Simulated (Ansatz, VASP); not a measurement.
## One calculation of BBr2, two programs

```
B Br
1.0
     3.18545    1.83912    2.25964
    -3.18545    1.83912    2.25964
     0.00000   -3.67824    2.25964
B Br
1 2
Direct
  0.00000 0.00000 0.00000
  0.72024 0.72024 0.72024
  0.27976 0.27976 0.27976
```

Alike in both runs: task single point; functional PBE; k mesh 2 × 2 × 2; occupations fermi-dirac, width 0.04 eV; no spin polarisation.

```csv
,VASP,Ansatz
version,VASP 6.6.1,Ansatz 0.2.0
potentials or method,"VASP PAW PBE potentials, release 64 (B, Br), cutoff 500 eV","all-electron LAPW, scalar-relativistic"
```

```csv
,VASP,Ansatz,Ansatz less VASP
gap on the k mesh at the Fermi level (eV),none,none,-
pressure (GPa),-1.9,-1.9,-0.03
"traceless stress, the component that is largest in VASP (GPa)",-6.02,-6.10,-0.080
rms of the force components (eV/Å),0.877,0.886,+0.0083
```

Atom by atom the forces differ by 0.008 eV/Å (rms over components). A gap of «none» marks a metal or a gap that the smearing closes. Ansatz ran all-electron here, and VASP with PAW potentials.

The k mesh is coarse, so the values compare programs but aren't converged.
